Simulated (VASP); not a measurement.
# Ir (Im-3m) in VASP: a series of runs

Ir is run at these levels: PBE; tasks: single point.

Program: VASP 6.6.1. These are calculated values, not measurements. Logs are shortened: lines on timing, memory, paths and dates and some standing lists are left out, and cuts for length are marked.

## 1. The cell of the first run

It takes space group Im-3m (No. 229, cubic). The conventional cell has a = 2.983 Å, b = 2.983 Å, c = 2.983 Å, α = 90.00°, β = 90.00°, γ = 90.00°. Within 3.4 Å of Ir (site symmetry m-3m) lie 14 Ir at 2.58 to 2.98 Å.

## 2. Single point, PBE, collinear spin, ferromagnetic start (volume scaled by 0.88)

INCAR reads:

```
SYSTEM = Ir
ALGO = Normal
EDIFF = 1E-6
ENCUT = 520
GGA = PE
ISIF = 2
ISMEAR = -1
ISPIN = 2
LASPH = .True.
LCHARG = .True.
LELF = .True.
LMAXMIX = 4
LORBIT = 11
LREAL = .False.
LVHAR = .True.
LWAVE = .False.
MAGMOM = 0.503
NBANDS = 14
NELM = 150
PREC = Accurate
SIGMA = 0.05
```

KPOINTS reads:

```
k-points
0
Gamma
  23 23 23
  0 0 0
```

POSCAR reads:

```
Ir
1.0
   -1.4912821995      1.4912821995      1.4912821995
    1.4912821995     -1.4912821995      1.4912821995
    1.4912821995      1.4912821995     -1.4912821995
Ir
1
Direct
    0.0000000000      0.0000000000      0.0000000000
```

Potentials or basis: VASP PAW PBE potentials, release 64 (Ir).

Launch:

```bash
$ cat potpaw_PBE.64/Ir/POTCAR > POTCAR
$ mpirun -np 1 vasp_std > vasp.out
```

OUTCAR:

```text
SYSTEM = Ir
   EDIFF = 1E-6
   ENCUT = 520
   GGA = PE
   ISIF = 2
   ISMEAR = -1
   ISPIN = 2
   LASPH = .True.
   LORBIT = 11
   LREAL = .False.
   NELM = 150
   PREC = Accurate

 ion  position               nearest neighbor table
   1  0.000  0.000  0.000-

  LATTYP: Found a body centered cubic cell.
 ALAT       =     2.9825643990

  Lattice vectors:

 A1 = (  -1.4912821995,   1.4912821995,   1.4912821995)
 A2 = (   1.4912821995,  -1.4912821995,   1.4912821995)
 A3 = (   1.4912821995,   1.4912821995,  -1.4912821995)

Analysis of symmetry for initial positions (statically):
=====================================================================
 Subroutine PRICEL returns:
 Original cell was already a primitive cell.

 Routine SETGRP: Setting up the symmetry group for a
 body centered cubic supercell.

 Subroutine GETGRP returns: Found 48 space group operations
 (whereof 48 operations were pure point group operations)
 out of a pool of 48 trial point group operations.

The static configuration has the point symmetry O_h .

Analysis of symmetry for dynamics (positions and initial velocities):
=====================================================================
 Subroutine PRICEL returns:
 Original cell was already a primitive cell.

 Routine SETGRP: Setting up the symmetry group for a
 body centered cubic supercell.

 Subroutine GETGRP returns: Found 48 space group operations
 (whereof 48 operations were pure point group operations)
 out of a pool of 48 trial point group operations.

The dynamic configuration has the point symmetry O_h .

Analysis of structural, dynamic, and magnetic symmetry:
=====================================================================
 Subroutine PRICEL returns:
 Original cell was already a primitive cell.

 Routine SETGRP: Setting up the symmetry group for a
 body centered cubic supercell.

 Subroutine GETGRP returns: Found 48 space group operations
 (whereof 48 operations were pure point group operations)
 out of a pool of 48 trial point group operations.

The overall configuration has the point symmetry O_h .

 Subroutine INISYM returns: Found 48 space group operations
 (whereof 48 operations are pure point group operations),
 and found     1 'primitive' translations

----------------------------------------------------------------------------------------

                                     Primitive cell

  volume of cell :      13.2660

  direct lattice vectors                    reciprocal lattice vectors
    -1.491282200  1.491282200  1.491282200     0.000000000  0.335281947  0.335281947
     1.491282200 -1.491282200  1.491282200     0.335281947  0.000000000  0.335281947
     1.491282200  1.491282200 -1.491282200     0.335281947  0.335281947  0.000000000

  length of vectors
     2.582976538  2.582976538  2.582976538     0.474160277  0.474160277  0.474160277

  position of ions in fractional coordinates (direct lattice)
     0.000000000  0.000000000  0.000000000

  ion indices of the primitive-cell ions
   primitive index   ion index
                 1           1

----------------------------------------------------------------------------------------

 KPOINTS: k-points

Automatic generation of k-mesh.
 Grid dimensions read from file:
 generate k-points for:   23   23   23

 Generating k-lattice:

  Cartesian coordinates                     Fractional coordinates (reciprocal lattice)
     0.000000000  0.014577476  0.014577476     0.043478261  0.000000000  0.000000000
     0.014577476  0.000000000  0.014577476     0.000000000  0.043478261  0.000000000
     0.014577476  0.014577476  0.000000000     0.000000000  0.000000000  0.043478261

  Length of vectors
     0.020615664  0.020615664  0.020615664

  Shift w.r.t. Gamma in fractional coordinates (k-lattice)
     0.000000000  0.000000000  0.000000000

 Subroutine IBZKPT returns following result:
 ===========================================

 Found    364 irreducible k-points:

 Following reciprocal coordinates:
            Coordinates               Weight
  0.000000  0.000000  0.000000      1.000000
  0.043478  0.000000  0.000000     12.000000
  0.086957  0.000000  0.000000     12.000000
  0.130435  0.000000  0.000000     12.000000
  0.173913  0.000000  0.000000     12.000000
  0.217391  0.000000  0.000000     12.000000
[... 16 lines left out ...]
  0.478261  0.043478  0.000000     24.000000
  0.086957  0.086957  0.000000     24.000000
 [... further k-points ...]
   k-points           NKPTS =    364   k-points in BZ     NKDIM =    364   number of bands    NBANDS=     14
   number of dos      NEDOS =    301   number of ions     NIONS =      1
   total plane-waves  NPLWV =   8000
   dimension x,y,z NGX =    20 NGY =   20 NGZ =   20
   dimension x,y,z NGXF=    40 NGYF=   40 NGZF=   40
   ions per type =               1
   NGX,Y,Z   is equivalent  to a cutoff of  12.87, 12.87, 12.87 a.u.
   NGXF,Y,Z  is equivalent  to a cutoff of  25.74, 25.74, 25.74 a.u.
 SYSTEM =  Ir
   PREC   = accura    normal or accurate (medium, high low for compatibility)
   ISTART =      0    job   : 0-new  1-cont  2-samecut
   ICHARG =      2    charge: 1-file 2-atom 10-const
   ISPIN  =      2    spin polarized calculation?
   LNONCOLLINEAR =      F non collinear calculations
   LSORBIT =      F    spin-orbit coupling
   LASPH  =      T    aspherical Exc in radial PAW
   ENCUT  =  520.0 eV  38.22 Ry    6.18 a.u.   4.80  4.80  4.80*2*pi/ulx,y,z
   NELM   =    150;   NELMIN=  2; NELMDL= -5     # of ELM steps
   EDIFF  = 0.1E-05   stopping-criterion for ELM
   LREAL  =      F    real-space projection
   EDIFFG = 0.1E-04   stopping-criterion for IOM
   NSW    =      0    number of steps for IOM
   IBRION =     -1    ionic relax: 0-MD 1-quasi-New 2-CG
   NFREE  =      0    steps in history (QN), initial steepest desc. (CG)
   ISIF   =      2    stress and relaxation
   ISYM   =      2    0-nonsym 1-usesym 2-fastsym
   POTIM  = 0.5000    time-step for ionic-motion
   TEBEG  =    0.0;   TEEND  =   0.0 temperature during run
   PSTRESS=    0.0 pullay stress
   NELECT =       9.0000    total number of electrons
   NUPDOWN=      -1.0000    fix difference up-down
   EMIN   =  10.00;   EMAX   =-10.00  energy-range for DOS
   EFERMI =   0.00;   METHOD = LEGACY
   ISMEAR =    -1;   SIGMA  =   0.05  broadening in eV -4-tet -1-fermi 0-gaus
   EFERMI_NEDOS =   21; number of points for ismear=-14 and -15
   IALGO  =     38    algorithm
   IMIX   =      4    mixing-type and parameters
     AMIX     =   0.40;   BMIX     =  1.00
     AMIX_MAG =   1.60;   BMIX_MAG =  1.00
  volume/ion in A,a.u.               =      13.27        89.52
  Fermi-wavevector in a.u.,A,eV,Ry     =   1.438498  2.718366 28.154204  2.069276
  Thomas-Fermi vector in A             =   2.557458
   LORBIT       =     11    0 simple, 1 ext, 2 COOP (PROOUT), +10 PAW based schemes
   GGA     = PE    functional components
   LHFCALC =     F    Hartree Fock is set to
   AEXX    =    0.0000 exact exchange contribution
   IVDW    =     0    specifies the selected vdW correction
   LEPSILON=     F    determine dielectric tensor
   LRPA    =     F    only Hartree local field effects (RPA)
 spin polarized calculation
  energy-cutoff  :      520.00
  volume of cell :       13.27
 maximum number of plane-waves:       370
   NGX =  9   NGY =  9   NGZ =  9

 number of electron       9.0000002 magnetization       0.3465703

 Free energy of the ion-electron system (eV)
  ---------------------------------------------------
  ext. energy  EPLUGINS =         0.00000000
  ---------------------------------------------------
  free energy    TOTEN  =        -7.95723179 eV

  energy without entropy =       -7.94350025  energy(sigma->0) =       -7.95036602

 E-fermi :  11.3140     XC(G=0): -14.3529

 val. band max:       11.3106847852   @ k =   0.3478   0.2609  -0.0000
 cond. band min:      11.3144926718   @ k =   0.3913   0.0000   0.0000
 fundamental gap:      0.0038078866
 Fermi energy:        11.3139834378

 spin component 1

 k-point     1 :       0.0000    0.0000    0.0000
  band No.  band energies     occupation
      1      -0.2988      1.00000
      2       7.0988      1.00000
      3       7.0988      1.00000
      4       7.0988      1.00000
      5      10.4552      1.00000
      6      10.4552      1.00000
      7      28.2106      0.00000
      8      28.2106      0.00000
      9      28.2106      0.00000
     10      40.3544      0.00000
     11      40.3544      0.00000
     12      42.4241      0.00000
     13      42.4241      0.00000
     14      42.4241      0.00000
[... 375 lines left out ...]
 k-point    24 :       0.0870    0.0870    0.0000
  band No.  band energies     occupation
      1       0.7887      1.00000
      2       6.6978      1.00000
      3       6.8432      1.00000
      4       8.1937      1.00000
      5       9.8520      1.00000
      6      10.5612      1.00000
      7      28.8717      0.00000
      8      29.4739      0.00000
      9      29.6945      0.00000
     10      35.4447      0.00000
     11      38.6162      0.00000
     12      39.0032      0.00000
     13      43.4849      0.00000
     14      43.8533      0.00000

 [... further k-points ...]

 spin component 2

 k-point     1 :       0.0000    0.0000    0.0000
  band No.  band energies     occupation
      1      -0.2237      1.00000
      2       7.2553      1.00000
      3       7.2553      1.00000
      4       7.2553      1.00000
      5      10.8176      0.99995
      6      10.8176      0.99995
      7      28.2554      0.00000
      8      28.2554      0.00000
      9      28.2554      0.00000
     10      40.4107      0.00000
     11      40.4107      0.00000
     12      42.7303      0.00000
     13      42.7303      0.00000
     14      42.7303      0.00000
[... 375 lines left out ...]
 k-point    24 :       0.0870    0.0870    0.0000
  band No.  band energies     occupation
      1       0.8642      1.00000
      2       6.8511      1.00000
      3       6.9995      1.00000
      4       8.3526      1.00000
      5      10.1921      1.00000
      6      10.9216      0.99961
      7      28.9320      0.00000
      8      29.5378      0.00000
      9      29.7573      0.00000
     10      35.5613      0.00000
     11      38.7771      0.00000
     12      39.1310      0.00000
     13      43.7332      0.00000
     14      44.1863      0.00000

 [... further k-points ...]

------------------------ aborting loop because EDIFF is reached ----------------------------------------

  FORCE on cell =-STRESS in cart. coord.  units (eV):
  Direction    XX          YY          ZZ          XY          YZ          ZX
  --------------------------------------------------------------------------------------
  -------------------------------------------------------------------------------------
  Total        4.5470136      4.5470136      4.5470136      0.0000000      0.0000000      0.0000000
  in kB      549.1580389    549.1580389    549.1580389      0.0000000      0.0000000      0.0000000
  external PRESSURE =     549.1580389 kB  Pullay stress =       0.0000000 kB

 VOLUME and BASIS-vectors are now :
 -----------------------------------------------------------------------------
  energy-cutoff  :      520.00
  volume of cell :       13.27
      direct lattice vectors                 reciprocal lattice vectors
    -1.491282200  1.491282200  1.491282200     0.000000000  0.335281947  0.335281947
     1.491282200 -1.491282200  1.491282200     0.335281947  0.000000000  0.335281947
     1.491282200  1.491282200 -1.491282200     0.335281947  0.335281947  0.000000000

 POSITION                                       TOTAL-FORCE (eV/Angst)
 -----------------------------------------------------------------------------------
      0.00000      0.00000      0.00000         0.000000     -0.000000      0.000000
 -----------------------------------------------------------------------------------
    total drift:                                0.000000     -0.000000      0.000000

  FREE ENERGIE OF THE ION-ELECTRON SYSTEM (eV)
  ---------------------------------------------------
  free  energy   TOTEN  =        -7.9572317926 eV

  energy  without entropy=       -7.9435002529  energy(sigma->0) =       -7.95036602

 total charge

# of ion       s       p       d       tot
------------------------------------------
    1        0.705   0.779   7.168   8.652

 magnetization (x)

# of ion       s       p       d       tot
------------------------------------------
    1        0.004  -0.004   0.344   0.344
```

It took 47 s on 1 thread of Intel Xeon 6975P-C (Granite Rapids), shared host; peak memory 0.21 GiB.

What came out:

| Item | Value |
| --- | --- |
| Free energy | -7.9572 eV |
| Pressure | 54.9 GPa |
| Net moment | 0.35 μB per cell |
| Site moments | Ir +0.34 μB |
| Valence electrons inside the program's atomic spheres | Ir 8.65 |

Levels at points of the mesh, in eV from the Fermi level:
Spin up:
```
           k point  band 2  band 3  band 4  band 5  band 6  band 7  band 8  band 9
(0.00, 0.00, 0.00)   -4.22   -4.22   -4.22   -0.86   -0.86   16.90   16.90   16.90
```
Spin down:
```
           k point  band 1  band 2  band 3  band 4  band 5  band 6  band 7  band 8  band 9
(0.00, 0.00, 0.00)  -11.54   -4.06   -4.06   -4.06   -0.50   -0.50   16.94   16.94   16.94
```

Caveat: spin-orbit coupling is left out, which moves the levels of the heavy elements.

## 3. Single point, PBE, collinear spin, ferromagnetic start (volume scaled by 0.92)

INCAR reads:

```
SYSTEM = Ir
PREC     = Accurate       ! precision mode
ENCUT    = 520            ! plane-wave cutoff, eV
EDIFF    = 1E-7           ! SCF threshold, eV
ISMEAR   = -1             ! smearing method
SIGMA    = 0.05           ! smearing width, eV
LREAL    = .FALSE.        ! projectors in reciprocal space
LASPH    = .TRUE.         ! aspherical terms in the spheres
NELM     = 150            ! most SCF steps
ALGO     = Normal         ! electronic algorithm
ISIF     = 2              ! what is computed and relaxed
LWAVE    = .FALSE.        ! write WAVECAR
LCHARG   = .FALSE.        ! write CHGCAR
ISPIN    = 2              ! spin polarisation
MAGMOM   = 0.503          ! initial moments
LORBIT   = 11             ! projections on sites
LMAXMIX  = 4              ! l up to which the mixer works
GGA      = PE             ! functional
NBANDS   = 14             ! bands
```

KPOINTS reads:

```
regular mesh
0
G
  23 23 23
  0 0 0
```

POSCAR reads:

```
Ir
1.0
   -1.5135434248      1.5135434248      1.5135434248
    1.5135434248     -1.5135434248      1.5135434248
    1.5135434248      1.5135434248     -1.5135434248
Ir
1
Direct
    0.0000000000      0.0000000000      0.0000000000
```

Potentials or basis: VASP PAW PBE potentials, release 64 (Ir).

Launch:

```bash
$ cat potpaw_PBE.64/Ir/POTCAR > POTCAR
$ mpirun -np 1 vasp_std > vasp.out
```

It took 58 s on 1 thread of Intel Xeon 6975P-C (Granite Rapids), shared host; peak memory 0.22 GiB.

It converged, with:

* Free energy: -8.1198 eV
* Pressure: 32.3 GPa
* Net moment: 0.40 μB per cell
* Site moments: Ir +0.40 μB
* Valence electrons inside the program's atomic spheres: Ir 8.49

Levels at points of the mesh, in eV from the Fermi level:
Spin up:
```csv
k point,band 3,band 4,band 5,band 6,band 7,band 8
"(0.00, 0.00, 0.00)",-3.97,-3.97,-0.83,-0.83,16.90,16.90
```
Spin down:
```csv
k point,band 2,band 3,band 4,band 5,band 6,band 7
"(0.00, 0.00, 0.00)",-3.78,-3.78,-3.78,-0.41,-0.41,16.95
```

Caveat: spin-orbit coupling is left out, which moves the levels of the heavy elements.
